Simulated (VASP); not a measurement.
Here is a VASP 6.6.1 calculation.

File INCAR:

```
SYSTEM = Ni
PREC     = Accurate       ! precision mode
ENCUT    = 590            ! plane-wave cutoff, eV
EDIFF    = 1E-6           ! SCF threshold, eV
ISMEAR   = -1             ! smearing method
SIGMA    = 0.05           ! smearing width, eV
LREAL    = .FALSE.        ! projectors in reciprocal space
LASPH    = .TRUE.         ! aspherical terms in the spheres
NELM     = 200            ! most SCF steps
ALGO     = Normal         ! electronic algorithm
ISIF     = 2              ! what is computed and relaxed
LWAVE    = .FALSE.        ! write WAVECAR
LCHARG   = .FALSE.        ! write CHGCAR
ISPIN    = 2              ! spin polarisation
MAGMOM   = 0.5 0.5        ! initial moments
LORBIT   = 11             ! projections on sites
NUPDOWN  = 1.0            ! fixed moment
LMAXMIX  = 4              ! l up to which the mixer works
GGA      = PE             ! functional
NBANDS   = 29             ! bands
GGA_COMPAT= .FALSE.
```

File KPOINTS:

```
Automatic mesh
0
G
  10 10 6
  0 0 0
```

POSCAR

```
Ni
1.0
    2.4480228978      0.0000000000      0.0000000000
   -1.2240114489      2.1200500186      0.0000000000
    0.0000000000      0.0000000000      4.0728075700
Ni
2
Direct
    0.6666666667      0.3333333333      0.7500000000
    0.3333333333      0.6666666667      0.2500000000
```

Potentials or basis: VASP PAW PBE potentials, release 64 (Ni_sv_GW).

Run with:

```console
$ cat potpaw_PBE.64/Ni_sv_GW/POTCAR > POTCAR
$ mpirun -np 1 vasp_std > vasp.out
```

(1) What does it give for the pressure?

Results:

(1) 2.3 GPa.

Caveat: the total moment is fixed, so each spin has its own Fermi level.
